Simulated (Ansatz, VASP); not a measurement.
Two plane-wave programs on Sc4Te

```
CELL_PARAMETERS angstrom
5.19204 0.00000 0.00000
0.00000 5.19204 0.00000
0.00000 0.00000 5.19204
ATOMIC_POSITIONS crystal
Sc 0.00000 0.50000 0.50000
Sc 0.50000 0.00000 0.50000
Sc 0.50000 0.50000 0.00000
Sc 0.50000 0.50000 0.50000
Te 0.00000 0.00000 0.00000
```

Alike in both runs: functional PBE; k mesh 8 × 8 × 8; occupations gaussian, width 0.1 eV; no spin polarisation.

Ansatz relaxed the structure, and its values are those at the end. VASP's run is a single point on that final structure, the one shown.

|  | VASP | Ansatz |
| --- | --- | --- |
| version | VASP 6.6.1 | Ansatz 0.2.0 |
| potentials or method | VASP PAW PBE potentials, release 64 (Sc_sv, Te), cutoff 520 eV | scalar-relativistic, plane waves, PAW |
| valence electrons in the cell | 50 | 60 |

```tsv
	VASP	Ansatz	Ansatz less VASP
gap on the k mesh at the Fermi level (eV)	none	none	-
pressure (GPa)	0.1	0.0	-0.06
```

A gap of «none» marks a metal or a gap that the smearing closes. VASP's potentials hold 50 valence electrons a cell and Ansatz's 60, so a difference there can come from the potentials and not from the codes.

Neither program's run includes spin-orbit coupling.
